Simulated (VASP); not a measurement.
# GaP (R-3m) in VASP: dielectric tensor with LDA

Aim: the dielectric tensor of GaP with LDA.

All numbers are computed with VASP 6.6.1; they aren't measurements. Logs are shortened: lines on timing, memory, paths and dates and some standing lists are left out, and cuts for length are marked.

### 1 The cell of the first run

The structure is trigonal, space group R-3m (No. 166). Conventional cell: a = 3.886 Å, b = 3.886 Å, c = 19.292 Å, α = 90.00°, β = 90.00°, γ = 120.00°. Within 3.2 Å of Ga (site symmetry 3m) lie 3 P at 2.40 Å and 1 Ga at 2.49 Å. Within 2.9 Å of P (site symmetry 3m) lie 1 P at 2.21 Å and 3 Ga at 2.40 Å.

### 2 Dielectric tensor, LDA

INCAR reads:

```
PREC = Accurate ; ENCUT = 520
EDIFF = 1E-8 ; ISMEAR = 0
SIGMA = 0.01 ; LREAL = False
LASPH = True ; NELM = 100
ALGO = Normal ; ISIF = 2
LWAVE = False ; LCHARG = False
GGA = CA ; LEPSILON = True
```

KPOINTS reads:

```
Automatic mesh
0
Gamma
  6 6 6
```

POSCAR reads:

```
GaP
1.0
    1.9430151800      1.1218003300      6.4308101000
   -1.9430151800      1.1218003300      6.4308101000
    0.0000000000     -2.2436006700      6.4308101000
Ga P
2 2
Direct
    0.4353720000      0.4353720000      0.4353720000
    0.5646280000      0.5646280000      0.5646280000
    0.0573890000      0.0573890000      0.0573890000
    0.9426110000      0.9426110000      0.9426110000
```

Potentials or basis: VASP PAW LDA potentials, release 64 (Ga_d, P).

Started as:

```console
> cat potpaw_LDA.64/Ga_d/POTCAR potpaw_LDA.64/P/POTCAR > POTCAR
> mpirun -np 1 vasp_std > vasp.out
```

OUTCAR:

```text
PREC = Accurate
   ENCUT = 520
   EDIFF = 1E-8
   ISMEAR = 0
   LREAL = False
   LASPH = True
   NELM = 100
   ISIF = 2
   GGA = CA
   LEPSILON = True

 ion  position               nearest neighbor table
   1  0.435  0.435  0.435-   3 2.40   3 2.40   3 2.40   2 2.49
   2  0.565  0.565  0.565-   4 2.40   4 2.40   4 2.40   1 2.49
   3  0.057  0.057  0.057-   4 2.21   1 2.40   1 2.40   1 2.40
   4  0.943  0.943  0.943-   3 2.21   2 2.40   2 2.40   2 2.40

  LATTYP: Found a trigonal (rhomboedric) cell.
 ALAT       =     6.8109516598
 COS(alpha) =     0.8372328404

  Lattice vectors:

 A1 = (   1.9430151800,   1.1218003300,   6.4308101000)
 A2 = (  -1.9430151800,   1.1218003300,   6.4308101000)
 A3 = (   0.0000000000,  -2.2436006700,   6.4308101000)

Analysis of symmetry for initial positions (statically):
=====================================================================
 Subroutine PRICEL returns:
 Original cell was already a primitive cell.

 Routine SETGRP: Setting up the symmetry group for a
 trigonal (rhombohedral) supercell.

 Subroutine GETGRP returns: Found 12 space group operations
 (whereof 12 operations were pure point group operations)
 out of a pool of 12 trial point group operations.

The static configuration has the point symmetry D_3d.

Analysis of symmetry for dynamics (positions and initial velocities):
=====================================================================
 Subroutine PRICEL returns:
 Original cell was already a primitive cell.

 Routine SETGRP: Setting up the symmetry group for a
 trigonal (rhombohedral) supercell.

 Subroutine GETGRP returns: Found 12 space group operations
 (whereof 12 operations were pure point group operations)
 out of a pool of 12 trial point group operations.

The dynamic configuration has the point symmetry D_3d.

 Subroutine INISYM returns: Found 12 space group operations
 (whereof 12 operations are pure point group operations),
 and found     1 'primitive' translations

----------------------------------------------------------------------------------------

                                     Primitive cell

  volume of cell :      84.1025

  direct lattice vectors                    reciprocal lattice vectors
     1.943015180  1.121800330  6.430810100     0.257332009  0.148570705  0.051833801
    -1.943015180  1.121800330  6.430810100    -0.257332009  0.148570705  0.051833801
     0.000000000 -2.243600670  6.430810100     0.000000000 -0.297141410  0.051833801

  length of vectors
     6.810951660  6.810951660  6.810951660     0.301628514  0.301628514  0.301628515

  position of ions in fractional coordinates (direct lattice)
     0.435372000  0.435372000  0.435372000
     0.564628000  0.564628000  0.564628000
     0.057389000  0.057389000  0.057389000
     0.942611000  0.942611000  0.942611000

  ion indices of the primitive-cell ions
   primitive index   ion index
                 1           1
                 2           2
                 3           3
                 4           4

----------------------------------------------------------------------------------------

 KPOINTS: Automatic mesh

Automatic generation of k-mesh.
 Grid dimensions read from file:
 generate k-points for:    6    6    6

 Generating k-lattice:

  Cartesian coordinates                     Fractional coordinates (reciprocal lattice)
     0.042888668  0.024761784  0.008638967     0.166666667  0.000000000  0.000000000
    -0.042888668  0.024761784  0.008638967     0.000000000  0.166666667  0.000000000
     0.000000000 -0.049523568  0.008638967     0.000000000  0.000000000  0.166666667

  Length of vectors
     0.050271419  0.050271419  0.050271419

  Shift w.r.t. Gamma in fractional coordinates (k-lattice)
     0.000000000  0.000000000  0.000000000
[... 80 lines left out ...]
   LEPSILON=     T    determine dielectric tensor
   LRPA    =     F    only Hartree local field effects (RPA)
 non-spin polarized calculation
 Gauss-broadening in eV      SIGMA  =   0.01
  energy-cutoff  :      520.00
  volume of cell :       84.10
 maximum number of plane-waves:      2282
 NGX is ok and might be reduce to    54
   NGX = 25   NGY = 25   NGZ = 25

--------------------------------------- Ionic step        1  -------------------------------------------

 number of electron      36.0000008 magnetization

 E-fermi :   4.5462     XC(G=0):  -9.9939

 val. band max:        4.4612323989   @ k =   0.0000   0.0000   0.0000
 cond. band min:       5.1794685762   @ k =   0.5000   0.5000   0.0000
 fundamental gap:      0.7182361773
 Fermi energy:         4.5462206947

 k-point     1 :       0.0000    0.0000    0.0000
  band No.  band energies     occupation
      1     -10.4485      2.00000
      2     -10.3228      2.00000
      3     -10.3228      2.00000
      4     -10.3090      2.00000
      5     -10.3090      2.00000
      6     -10.2584      2.00000
[... 589 lines left out ...]
     21       7.6187      0.00000
     22       8.6092      0.00000

 [... further k-points ...]

  FORCE on cell =-STRESS in cart. coord.  units (eV):
  Direction    XX          YY          ZZ          XY          YZ          ZX
  --------------------------------------------------------------------------------------
  -------------------------------------------------------------------------------------
  Total       -2.4902258     -2.4902258     -2.4530611      0.0000000      0.0000000     -0.0000000
  in kB      -47.4395563    -47.4395560    -46.7315566      0.0000000      0.0000000     -0.0000000
  external PRESSURE =     -47.2035563 kB  Pullay stress =       0.0000000 kB

 VOLUME and BASIS-vectors are now :
 -----------------------------------------------------------------------------
  energy-cutoff  :      520.00
  volume of cell :       84.10
      direct lattice vectors                 reciprocal lattice vectors
     1.943015180  1.121800330  6.430810100     0.257332009  0.148570705  0.051833801
    -1.943015180  1.121800330  6.430810100    -0.257332009  0.148570705  0.051833801
     0.000000000 -2.243600670  6.430810100     0.000000000 -0.297141410  0.051833801

 POSITION                                       TOTAL-FORCE (eV/Angst)
 -----------------------------------------------------------------------------------
      0.00000     -0.00000      8.39938         0.000000     -0.000000      0.045326
      0.00000     -0.00000     10.89305         0.000000      0.000000     -0.045326
      0.00000     -0.00000      1.10717         0.000000     -0.000000      0.093518
      0.00000     -0.00000     18.18526         0.000000      0.000000     -0.093518
 -----------------------------------------------------------------------------------
    total drift:                                0.000000      0.000000      0.000000

  FREE ENERGIE OF THE ION-ELECTRON SYSTEM (eV)
  ---------------------------------------------------
  free  energy   TOTEN  =       -20.3038379003 eV

  energy  without entropy=      -20.3038379003  energy(sigma->0) =      -20.30383790

 HEAD OF MICROSCOPIC STATIC DIELECTRIC TENSOR (INDEPENDENT PARTICLE, excluding Hartree and local field effects)
 ------------------------------------------------------
          15.802794     0.000000     0.000000
           0.000000    15.802794    -0.000000
          -0.000000    -0.000000    16.886689
 ------------------------------------------------------

 Free energy of the ion-electron system (eV)
  ---------------------------------------------------
  ---------------------------------------------------
  free energy    TOTEN  =        -3.45238020 eV

  energy without entropy =       -3.45238020

------------------------ aborting loop because EDIFF is reached ----------------------------------------

--------------------------------------- Ionic step        2  -------------------------------------------

------------------------ aborting loop because EDIFF is reached ----------------------------------------

--------------------------------------- Ionic step        3  -------------------------------------------

 Free energy of the ion-electron system (eV)
  ---------------------------------------------------
  ---------------------------------------------------
  free energy    TOTEN  =        -3.65232467 eV

  energy without entropy =       -3.65232467

------------------------ aborting loop because EDIFF is reached ----------------------------------------

 PIEZOELECTRIC TENSOR FIELD DIRECTION 3  (e Angst)
 -----------------------------------------------------------------------------
    -0.02376 -0.00000  0.00000           ( -0.00003  0.00000  0.00000)
    -0.00000 -0.02376 -0.00000           (  0.00000 -0.00003 -0.00000)
     0.00000 -0.00000  0.04639           (  0.00000 -0.00000  0.00001)

 PIEZOELECTRIC TENSOR FIELD DIRECTION 3  (C/m^2)
 -----------------------------------------------------------------------------
    -0.00453 -0.00000  0.00000
    -0.00000 -0.00453 -0.00000
     0.00000 -0.00000  0.00884

 MACROSCOPIC STATIC DIELECTRIC TENSOR (including local field effects in DFT)
 ------------------------------------------------------
          15.105876     0.000000     0.000000
          -0.000000    15.105876    -0.000000
           0.000000    -0.000000    15.972378
 ------------------------------------------------------

 PIEZOELECTRIC TENSOR (including local field effects)  for field in x, y, z        (e  Angst)
          XX          YY          ZZ          XY          YZ          ZX
  --------------------------------------------------------------------------------
  x     0.00000     0.00000     0.00000     0.00000     0.00000     0.00000
  y     0.00000     0.00000     0.00000     0.00000     0.00000     0.00000
  z     0.00000     0.00000     0.00000     0.00000     0.00000     0.00000

 PIEZOELECTRIC TENSOR (including local field effects)  for field in x, y, z        (C/m^2)
          XX          YY          ZZ          XY          YZ          ZX
  --------------------------------------------------------------------------------
  x     0.00000     0.00000     0.00000     0.00000     0.00000     0.00000
  y     0.00000     0.00000     0.00000     0.00000     0.00000     0.00000
  z     0.00000     0.00000     0.00000     0.00000     0.00000     0.00000

 BORN EFFECTIVE CHARGES (including local field effects) (in |e|, cummulative output)
 ---------------------------------------------------------------------------------
 ion    1
    1     1.75204     0.00000    -0.00000
    2     0.00000     1.75204    -0.00000
    3     0.00000    -0.00000     1.35670
 ion    2
    1     1.75204     0.00000     0.00000
    2     0.00000     1.75204    -0.00000
    3     0.00000    -0.00000     1.35670
 ion    3
    1    -1.75204     0.00000     0.00000
    2     0.00000    -1.75204     0.00000
    3     0.00000     0.00000    -1.35670
 ion    4
    1    -1.75204     0.00000     0.00000
    2     0.00000    -1.75204     0.00000
    3     0.00000     0.00000    -1.35670
```

Run time: 33 min. Hardware: 1 thread of AMD EPYC 9R45 (Zen 5), shared host; peak memory 0.57 GiB.

Results:

* Band gap on the k mesh: 0.72 eV, indirect (least direct gap 0.97 eV)
* Electronic dielectric tensor (diagonal): 15.11, 15.11, 15.97
* Born charges (mean of the diagonal): Ga +1.62; P -1.62 e

Electronic dielectric tensor:
```
15.11  0.00  0.00
 0.00 15.11  0.00
 0.00  0.00 15.97
```

Born effective charge tensors (e):
atom 1, Ga
```
1.75 0.00 0.00
0.00 1.75 0.00
0.00 0.00 1.36
```
atom 2, Ga
```
1.75 0.00 0.00
0.00 1.75 0.00
0.00 0.00 1.36
```
atom 3, P
```
-1.75  0.00  0.00
 0.00 -1.75  0.00
 0.00  0.00 -1.36
```
atom 4, P
```
-1.75  0.00  0.00
 0.00 -1.75  0.00
 0.00  0.00 -1.36
```

A k mesh can miss the band edges. Expect the measured gap to be larger: semilocal functionals such as LDA lack the derivative discontinuity.
